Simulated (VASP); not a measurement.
# AlNi in VASP: a series of runs

The runs below take AlNi through electric field gradients, with PBE.

All numbers are computed with VASP 6.6.1; they aren't measurements. Logs are shortened: lines on timing, memory, paths and dates and some standing lists are left out, and cuts for length are marked.

## 1. The cell of the first run

Symmetry: P4/mmm, No. 123, tetragonal system. Conventional cell: a = 2.881 Å, b = 2.881 Å, c = 2.852 Å, α = 90.00°, β = 90.00°, γ = 90.00°. Within 3.3 Å of Al (site symmetry 4/mmm) lie 8 Ni at 2.49 Å and 6 Al at 2.85 to 2.88 Å. Ni (site symmetry 4/mmm) has 8 Al at 2.49 Å and 6 Ni at 2.85 to 2.88 Å within 3.3 Å.

## 2. Electric field gradients, PBE, collinear spin, ferromagnetic start (zz strain of -1 %)

File INCAR:

```
SYSTEM = AlNi
PREC     = Accurate       ! precision mode
ENCUT    = 520            ! plane-wave cutoff, eV
EDIFF    = 1E-8           ! SCF threshold, eV
ISMEAR   = -1             ! smearing method
SIGMA    = 0.05           ! smearing width, eV
LREAL    = .FALSE.        ! projectors in reciprocal space
LASPH    = .TRUE.         ! aspherical terms in the spheres
NELM     = 150            ! most SCF steps
ALGO     = Normal         ! electronic algorithm
ISIF     = 2              ! what is computed and relaxed
LWAVE    = .FALSE.        ! write WAVECAR
LCHARG   = .FALSE.        ! write CHGCAR
ISPIN    = 2              ! spin polarisation
MAGMOM   = 0 1.5          ! initial moments
LORBIT   = 11             ! projections on sites
LMAXMIX  = 4              ! l up to which the mixer works
GGA      = PE             ! functional
LEFG     = .TRUE.       
NBANDS   = 18             ! bands
```

File KPOINTS:

```
Automatic mesh
0
G
  13 13 13
  0 0 0
```

File POSCAR:

```
AlNi
1.0
    2.8810000000      0.0000000000      0.0000000000
    0.0000000000      2.8810000000      0.0000000000
    0.0000000000      0.0000000000      2.8521900000
Al Ni
1 1
Direct
    0.0000000000      0.0000000000      0.0000000000
    0.5000000000      0.5000000000      0.5000000000
```

Potentials or basis: VASP PAW PBE potentials, release 64 (Al, Ni).

Started as:

```
$ cat potpaw_PBE.64/Al/POTCAR potpaw_PBE.64/Ni/POTCAR > POTCAR
$ mpirun -np 1 vasp_std > vasp.out
```

OUTCAR:

```text
SYSTEM = AlNi
   PREC = Accurate
   ENCUT = 520
   EDIFF = 1E-8
   ISMEAR = -1
   LREAL = .FALSE.
   LASPH = .TRUE.
   NELM = 150
   ISIF = 2
   ISPIN = 2
   LORBIT = 11
   GGA = PE

 ion  position               nearest neighbor table
   1  0.000  0.000  0.000-   2 2.49   2 2.49   2 2.49   2 2.49   2 2.49   2 2.49   2 2.49   2 2.49

   2  0.500  0.500  0.500-   1 2.49   1 2.49   1 2.49   1 2.49   1 2.49   1 2.49   1 2.49   1 2.49

  LATTYP: Found a simple tetragonal cell.
 ALAT       =     2.8810000000
 C/A-ratio  =     0.9900000000

  Lattice vectors:

 A1 = (   2.8810000000,   0.0000000000,   0.0000000000)
 A2 = (   0.0000000000,   2.8810000000,   0.0000000000)
 A3 = (   0.0000000000,   0.0000000000,   2.8521900000)

Analysis of symmetry for initial positions (statically):
=====================================================================
 Subroutine PRICEL returns:
 Original cell was already a primitive cell.

 Routine SETGRP: Setting up the symmetry group for a
 simple tetragonal supercell.

 Subroutine GETGRP returns: Found 16 space group operations
 (whereof 16 operations were pure point group operations)
 out of a pool of 16 trial point group operations.

The static configuration has the point symmetry D_4h.

Analysis of symmetry for dynamics (positions and initial velocities):
=====================================================================
 Subroutine PRICEL returns:
 Original cell was already a primitive cell.

 Routine SETGRP: Setting up the symmetry group for a
 simple tetragonal supercell.

 Subroutine GETGRP returns: Found 16 space group operations
 (whereof 16 operations were pure point group operations)
 out of a pool of 16 trial point group operations.

The dynamic configuration has the point symmetry D_4h.

Analysis of structural, dynamic, and magnetic symmetry:
=====================================================================
 Subroutine PRICEL returns:
 Original cell was already a primitive cell.

 Routine SETGRP: Setting up the symmetry group for a
 simple tetragonal supercell.

 Subroutine GETGRP returns: Found 16 space group operations
 (whereof 16 operations were pure point group operations)
 out of a pool of 16 trial point group operations.

The overall configuration has the point symmetry D_4h.

 Subroutine INISYM returns: Found 16 space group operations
 (whereof 16 operations are pure point group operations),
 and found     1 'primitive' translations

----------------------------------------------------------------------------------------

                                     Primitive cell

  volume of cell :      23.6736

  direct lattice vectors                    reciprocal lattice vectors
     2.881000000  0.000000000  0.000000000     0.347101701  0.000000000  0.000000000
     0.000000000  2.881000000  0.000000000     0.000000000  0.347101701  0.000000000
     0.000000000  0.000000000  2.852190000     0.000000000  0.000000000  0.350607779

  length of vectors
     2.881000000  2.881000000  2.852190000     0.347101701  0.347101701  0.350607779

  position of ions in fractional coordinates (direct lattice)
     0.000000000  0.000000000  0.000000000
     0.500000000  0.500000000  0.500000000

  ion indices of the primitive-cell ions
   primitive index   ion index
                 1           1
                 2           2

----------------------------------------------------------------------------------------

 KPOINTS: Automatic mesh

Automatic generation of k-mesh.
 Grid dimensions read from file:
 generate k-points for:   13   13   13

 Generating k-lattice:

  Cartesian coordinates                     Fractional coordinates (reciprocal lattice)
     0.026700131  0.000000000  0.000000000     0.076923077  0.000000000  0.000000000
     0.000000000  0.026700131  0.000000000     0.000000000  0.076923077  0.000000000
[... 61 lines left out ...]
   NSW    =      0    number of steps for IOM
   IBRION =     -1    ionic relax: 0-MD 1-quasi-New 2-CG
   NFREE  =      0    steps in history (QN), initial steepest desc. (CG)
   ISIF   =      2    stress and relaxation
   ISYM   =      2    0-nonsym 1-usesym 2-fastsym
   POTIM  = 0.5000    time-step for ionic-motion
   TEBEG  =    0.0;   TEEND  =   0.0 temperature during run
   PSTRESS=    0.0 pullay stress
   NELECT =      13.0000    total number of electrons
   NUPDOWN=      -1.0000    fix difference up-down
   EMIN   =  10.00;   EMAX   =-10.00  energy-range for DOS
   EFERMI =   0.00;   METHOD = LEGACY
   ISMEAR =    -1;   SIGMA  =   0.05  broadening in eV -4-tet -1-fermi 0-gaus
   EFERMI_NEDOS =   21; number of points for ismear=-14 and -15
   IALGO  =     38    algorithm
   IMIX   =      4    mixing-type and parameters
     AMIX     =   0.40;   BMIX     =  1.00
     AMIX_MAG =   1.60;   BMIX_MAG =  1.00
  volume/ion in A,a.u.               =      11.84        79.88
  Fermi-wavevector in a.u.,A,eV,Ry     =   1.340605  2.533377 24.452701  1.797223
  Thomas-Fermi vector in A             =   2.468905
   LORBIT       =     11    0 simple, 1 ext, 2 COOP (PROOUT), +10 PAW based schemes
   GGA     = PE    functional components
   LHFCALC =     F    Hartree Fock is set to
   AEXX    =    0.0000 exact exchange contribution
   IVDW    =     0    specifies the selected vdW correction
   LEPSILON=     F    determine dielectric tensor
   LRPA    =     F    only Hartree local field effects (RPA)
 spin polarized calculation
  energy-cutoff  :      520.00
  volume of cell :       23.67
 maximum number of plane-waves:       655
 NGX is ok and might be reduce to    24
   NGX = 11   NGY = 11   NGZ = 11

 number of electron      13.0000013 magnetization       0.0004843

 number of electron      13.0000013 magnetization      -0.0000017

 Free energy of the ion-electron system (eV)
  ---------------------------------------------------
  ext. energy  EPLUGINS =         0.00000000
  ---------------------------------------------------
  free energy    TOTEN  =       -10.53868791 eV

  energy without entropy =      -10.53380697  energy(sigma->0) =      -10.53624744

 E-fermi :  10.1401     XC(G=0): -12.0967

 val. band max:       10.1395223322   @ k =   0.2308   0.1538   0.3846
 cond. band min:      10.1730407392   @ k =   0.3846   0.3077   0.1538
 fundamental gap:      0.0335184070
 Fermi energy:        10.1401229722

 spin component 1

 k-point     1 :       0.0000    0.0000    0.0000
  band No.  band energies     occupation
      1      -1.0523      1.00000
      2       6.8793      1.00000
      3       6.8907      1.00000
      4       8.5779      1.00000
      5       8.6082      1.00000
      6       8.6082      1.00000
[... 493 lines left out ...]
     17      32.3816      0.00000
     18      35.1692      0.00000

 [... further k-points ...]

 spin component 2

 k-point     1 :       0.0000    0.0000    0.0000
  band No.  band energies     occupation
      1      -1.0523      1.00000
      2       6.8793      1.00000
      3       6.8907      1.00000
      4       8.5779      1.00000
      5       8.6082      1.00000
      6       8.6082      1.00000
[... 493 lines left out ...]
     17      32.3816      0.00000
     18      35.1692      0.00000

 [... further k-points ...]

------------------------ aborting loop because EDIFF is reached ----------------------------------------

  FORCE on cell =-STRESS in cart. coord.  units (eV):
  Direction    XX          YY          ZZ          XY          YZ          ZX
  --------------------------------------------------------------------------------------
  -------------------------------------------------------------------------------------
  Total        0.4903726      0.4903726      0.6575502      0.0000000      0.0000000      0.0000000
  in kB       33.1872909     33.1872909     44.5014855      0.0000000      0.0000000      0.0000000
  external PRESSURE =      36.9586891 kB  Pullay stress =       0.0000000 kB

 VOLUME and BASIS-vectors are now :
 -----------------------------------------------------------------------------
  energy-cutoff  :      520.00
  volume of cell :       23.67
      direct lattice vectors                 reciprocal lattice vectors
     2.881000000  0.000000000  0.000000000     0.347101701  0.000000000  0.000000000
     0.000000000  2.881000000  0.000000000     0.000000000  0.347101701  0.000000000
     0.000000000  0.000000000  2.852190000     0.000000000  0.000000000  0.350607779

 POSITION                                       TOTAL-FORCE (eV/Angst)
 -----------------------------------------------------------------------------------
      0.00000      0.00000      0.00000         0.000000      0.000000      0.000000
      1.44050      1.44050      1.42609         0.000000      0.000000      0.000000
 -----------------------------------------------------------------------------------
    total drift:                                0.000000      0.000000     -0.000000

  FREE ENERGIE OF THE ION-ELECTRON SYSTEM (eV)
  ---------------------------------------------------
  free  energy   TOTEN  =       -10.5386879120 eV

  energy  without entropy=      -10.5338069741  energy(sigma->0) =      -10.53624744

 Electric field gradients (V/A^2)
---------------------------------------------------------------------
 ion       V_xx      V_yy      V_zz      V_xy      V_xz      V_yz
---------------------------------------------------------------------
   1       0.250     0.250    -0.500     0.000    -0.000     0.000
   2       1.178     1.178    -2.356     0.000    -0.000     0.000
---------------------------------------------------------------------

 Electric field gradients after diagonalization (V/A^2)
 (convention: |V_zz| > |V_xx| > |V_yy|)
----------------------------------------------------------------------
 ion       V_xx      V_yy      V_zz     asymmetry (V_yy - V_xx)/ V_zz
----------------------------------------------------------------------
   1       0.250     0.250    -0.500       0.000
   2       1.178     1.178    -2.356       0.000
----------------------------------------------------------------------

           NMR quadrupolar parameters

 Cq : quadrupolar parameter    Cq=e*Q*V_zz/h
 eta: asymmetry parameters     (V_yy - V_xx)/ V_zz
 Q  : nuclear electric quadrupole moment in mb (millibarn)
----------------------------------------------------------------------
 ion       Cq(MHz)       eta       Q (mb)
----------------------------------------------------------------------
   1      -0.001       0.000       1.000
   2      -0.006       0.000       1.000
----------------------------------------------------------------------

 total charge

# of ion       s       p       d       tot
------------------------------------------
    1        0.385   0.418   0.000   0.803
    2        0.479   0.525   8.479   9.483
--------------------------------------------------
tot          0.864   0.943   8.479  10.286

 magnetization (x)

# of ion       s       p       d       tot
------------------------------------------
    1        0.000   0.000   0.000   0.000
    2       -0.000   0.000  -0.000  -0.000
--------------------------------------------------
tot          0.000   0.000  -0.000  -0.000
```

Run time: 72 s. Hardware: 1 thread of Intel Xeon Platinum 8488C (Sapphire Rapids), shared host; peak memory 0.24 GiB.

What came out:

```yaml
Free_energy: -10.5387 eV
Pressure: 3.7 GPa
Net_moment: 0.00 μB per cell
Largest_electric_field_gradient_by_atom: Al -0.5; Ni -2.4 V/Å²
Valence_electrons_inside_the_program's_atomic_spheres: Al 0.80; Ni 9.48
```

Levels at points of the mesh, in eV from the Fermi level:
Spin up:
```csv
k point,band 2,band 3,band 4,band 5,band 6,band 7,band 8,band 9,band 10,band 11
"(0.00, 0.00, 0.00)",-3.26,-3.25,-1.56,-1.53,-1.53,5.44,5.44,5.80,8.13,8.21
```
Spin down:
```
           k point  band 3  band 4  band 5  band 6  band 7  band 8  band 9  band 10
(0.00, 0.00, 0.00)   -3.25   -1.56   -1.53   -1.53    5.44    5.44    5.80     8.13
```

Electric field gradients, principal values (V/Å²):
| atom | least | middle | greatest (by size) |
| --- | --- | --- | --- |
| 1 Al | 0.250 | 0.250 | -0.500 |
| 2 Ni | 1.178 | 1.178 | -2.356 |

Caveat: the cell differs from its parent crystal (zz strain of -1 %); the cell stands under pressure; without QUAD_EFG the Cq values of the log hold for a quadrupole moment of 1 mb, not for the nuclei.

## 3. Electric field gradients, PBE, collinear spin, ferromagnetic start (zz strain of +1 %)

File INCAR:

```
SYSTEM = AlNi
PREC = Accurate ; ENCUT = 520
EDIFF = 1E-8 ; ISMEAR = -1
SIGMA = 0.05 ; LREAL = .FALSE.
LASPH = .TRUE. ; NELM = 150
ALGO = Normal ; ISIF = 2
LWAVE = .FALSE. ; LCHARG = .FALSE.
ISPIN = 2 ; MAGMOM = 0 1.5
LORBIT = 11 ; LMAXMIX = 4
GGA = PE ; LEFG = .TRUE.
NBANDS = 18
```

File KPOINTS:

```
regular mesh
0
G
  13 13 13
  0 0 0
```

POSCAR, as its differences from that of step 2:

```diff
@@ -4,3 +4,3 @@
     0.0000000000      2.8810000000      0.0000000000
-    0.0000000000      0.0000000000      2.8521900000
+    0.0000000000      0.0000000000      2.9098100000
 Al Ni
```

Potentials or basis: VASP PAW PBE potentials, release 64 (Al, Ni).

Started as:

```
$ cat potpaw_PBE.64/Al/POTCAR potpaw_PBE.64/Ni/POTCAR > POTCAR
$ mpirun -np 1 vasp_std > vasp.out
```

OUTCAR:

```text
SYSTEM = AlNi
   PREC = Accurate
   ENCUT = 520
   EDIFF = 1E-8
   ISMEAR = -1
   LREAL = .FALSE.
   LASPH = .TRUE.
   NELM = 150
   ISIF = 2
   ISPIN = 2
   LORBIT = 11
   GGA = PE

 ion  position               nearest neighbor table
   1  0.000  0.000  0.000-   2 2.50   2 2.50   2 2.50   2 2.50   2 2.50   2 2.50   2 2.50   2 2.50

   2  0.500  0.500  0.500-   1 2.50   1 2.50   1 2.50   1 2.50   1 2.50   1 2.50   1 2.50   1 2.50

  LATTYP: Found a simple tetragonal cell.
 ALAT       =     2.8810000000
 C/A-ratio  =     1.0100000000

  Lattice vectors:

 A1 = (   2.8810000000,   0.0000000000,   0.0000000000)
 A2 = (   0.0000000000,   2.8810000000,   0.0000000000)
 A3 = (   0.0000000000,   0.0000000000,   2.9098100000)

Analysis of symmetry for initial positions (statically):
=====================================================================
 Subroutine PRICEL returns:
 Original cell was already a primitive cell.

 Routine SETGRP: Setting up the symmetry group for a
 simple tetragonal supercell.

 Subroutine GETGRP returns: Found 16 space group operations
 (whereof 16 operations were pure point group operations)
[... 1228 lines left out ...]

  FREE ENERGIE OF THE ION-ELECTRON SYSTEM (eV)
  ---------------------------------------------------
  free  energy   TOTEN  =       -10.5446728856 eV

  energy  without entropy=      -10.5395198722  energy(sigma->0) =      -10.54209638

 Electric field gradients (V/A^2)
---------------------------------------------------------------------
 ion       V_xx      V_yy      V_zz      V_xy      V_xz      V_yz
---------------------------------------------------------------------
   1      -0.211    -0.211     0.422    -0.000     0.000     0.000
   2      -1.055    -1.055     2.110    -0.000    -0.000    -0.000
---------------------------------------------------------------------

 Electric field gradients after diagonalization (V/A^2)
 (convention: |V_zz| > |V_xx| > |V_yy|)
----------------------------------------------------------------------
 ion       V_xx      V_yy      V_zz     asymmetry (V_yy - V_xx)/ V_zz
----------------------------------------------------------------------
   1      -0.211    -0.211     0.422       0.000
   2      -1.055    -1.055     2.110       0.000
----------------------------------------------------------------------

           NMR quadrupolar parameters

 Cq : quadrupolar parameter    Cq=e*Q*V_zz/h
 eta: asymmetry parameters     (V_yy - V_xx)/ V_zz
 Q  : nuclear electric quadrupole moment in mb (millibarn)
----------------------------------------------------------------------
 ion       Cq(MHz)       eta       Q (mb)
----------------------------------------------------------------------
   1       0.001       0.000       1.000
   2       0.005       0.000       1.000
----------------------------------------------------------------------

 total charge

# of ion       s       p       d       tot
------------------------------------------
    1        0.383   0.409   0.000   0.792
    2        0.471   0.508   8.470   9.448
--------------------------------------------------
tot          0.854   0.917   8.470  10.240

 magnetization (x)

# of ion       s       p       d       tot
------------------------------------------
    1        0.000   0.000   0.000   0.000
    2       -0.000   0.000  -0.000  -0.000
--------------------------------------------------
tot          0.000   0.000  -0.000  -0.000
```

OSZICAR:

```text
N       E                     dE             d eps       ncg     rms          rms(c)
DAV:   1     0.455521244396E+02    0.45552E+02   -0.50234E+03 14514   0.754E+02
DAV:   2    -0.919661036679E+01   -0.54749E+02   -0.48040E+02 15454   0.162E+02
DAV:   3    -0.118010740353E+02   -0.26045E+01   -0.25562E+01 16676   0.365E+01
DAV:   4    -0.118345202012E+02   -0.33446E-01   -0.33418E-01 16544   0.367E+00
DAV:   5    -0.118352728719E+02   -0.75267E-03   -0.75262E-03 16320   0.598E-01    0.131E+01
DAV:   6    -0.143071669855E+02   -0.24719E+01   -0.43808E+01 16358   0.779E+01    0.175E+01
DAV:   7    -0.105680727541E+02    0.37391E+01   -0.13290E+01 16088   0.457E+01    0.189E+00
DAV:   8    -0.105571355770E+02    0.10937E-01   -0.38507E-01 18548   0.587E+00    0.108E+00
DAV:   9    -0.105443017050E+02    0.12834E-01   -0.39648E-02 16972   0.179E+00    0.634E-01
DAV:  10    -0.105447198900E+02   -0.41819E-03   -0.16360E-03 19228   0.377E-01    0.202E-01
DAV:  11    -0.105445913772E+02    0.12851E-03   -0.16389E-03 18546   0.342E-01    0.992E-02
DAV:  12    -0.105446775902E+02   -0.86213E-04   -0.23956E-04 17606   0.144E-01    0.388E-02
DAV:  13    -0.105446727347E+02    0.48556E-05   -0.16519E-05 18778   0.435E-02    0.117E-02
DAV:  14    -0.105446730658E+02   -0.33111E-06   -0.20014E-06 18944   0.139E-02    0.629E-03
DAV:  15    -0.105446729364E+02    0.12938E-06   -0.11560E-07 19912   0.306E-03    0.185E-03
DAV:  16    -0.105446728921E+02    0.44290E-07   -0.78502E-09  8652   0.767E-04    0.659E-04
DAV:  17    -0.105446728856E+02    0.65056E-08   -0.10670E-09  7758   0.289E-04
   1 F= -.10544673E+02 E0= -.10542096E+02  d E =-.515301E-02  mag=    -0.0000
```

Wall time 74 s (1 thread of Intel Xeon Platinum 8488C (Sapphire Rapids), shared host); peak memory 0.24 GiB.

Results:

| Item | Value |
| --- | --- |
| Free energy | -10.5447 eV |
| Pressure | 0.3 GPa |
| Net moment | 0.00 μB per cell |
| Largest electric field gradient by atom | Al +0.4; Ni +2.1 V/Å² |
| Valence electrons inside the program's atomic spheres | Al 0.79; Ni 9.45 |

Levels at points of the mesh, in eV from the Fermi level:
Spin up:
```
           k point  band 3  band 4  band 5  band 6  band 7  band 8  band 9  band 10
(0.00, 0.00, 0.00)   -3.15   -1.51   -1.51   -1.48    5.24    5.60    5.60     8.07
```
Spin down:
```csv
k point,band 2,band 3,band 4,band 5,band 6,band 7,band 8,band 9,band 10,band 11
"(0.00, 0.00, 0.00)",-3.16,-3.15,-1.51,-1.51,-1.48,5.24,5.60,5.60,8.07,8.15
```

Electric field gradients, principal values (V/Å²):
| atom | least | middle | greatest (by size) |
| --- | --- | --- | --- |
| 1 Al | -0.211 | -0.211 | 0.422 |
| 2 Ni | -1.055 | -1.055 | 2.110 |

Caveat: the cell differs from its parent crystal (zz strain of +1 %); without QUAD_EFG the Cq values of the log hold for a quadrupole moment of 1 mb, not for the nuclei.

(Part 1 of 2 ends here.)
